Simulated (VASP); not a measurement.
Here is a VASP 6.6.1 calculation.

File INCAR:

```
SYSTEM = Cu
PREC = Accurate ; ENCUT = 600
EDIFF = 1E-6 ; ISMEAR = 0
SIGMA = 0.05 ; LREAL = .False.
LASPH = .True. ; NELM = 100
ALGO = Normal ; ISIF = 3
LWAVE = .False. ; LCHARG = .False.
GGA = PS ; IBRION = 2
NSW = 80 ; EDIFFG = -0.02
```

KPOINTS

```
regular mesh
0
Gamma
  12 12 12
  0 0 0
```

POSCAR

```
Cu
1.0
    1.4350000000      1.4350000000      1.4350000000
   -1.4350000000      1.4350000000      1.4350000000
   -1.4350000000     -1.4350000000      1.4350000000
Cu
1
Direct
    0.0000000000      0.0000000000      0.0000000000
```

Potentials or basis: VASP PAW PBE potentials, release 64 (Cu).

The run is started by

```bash
$ cat potpaw_PBE.64/Cu/POTCAR > POTCAR
$ mpirun -np 1 vasp_std > vasp.out
```

Estimate the relaxed cell.

a = 2.457 Å, b = 2.457 Å, c = 2.457 Å, α = 70.53°, β = 109.47°, γ = 70.53°.

Predict the space group after relaxing (to 0.05 Å).

Im-3m (No. 229).

Final structure:
```xyz
1
Lattice="1.4183 1.4183 1.4183 -1.4183 1.4183 1.4183 -1.4183 -1.4183 1.4183" Properties=species:S:1:pos:R:3 pbc="T T T"
Cu    0.0000    0.0000    0.0000
```
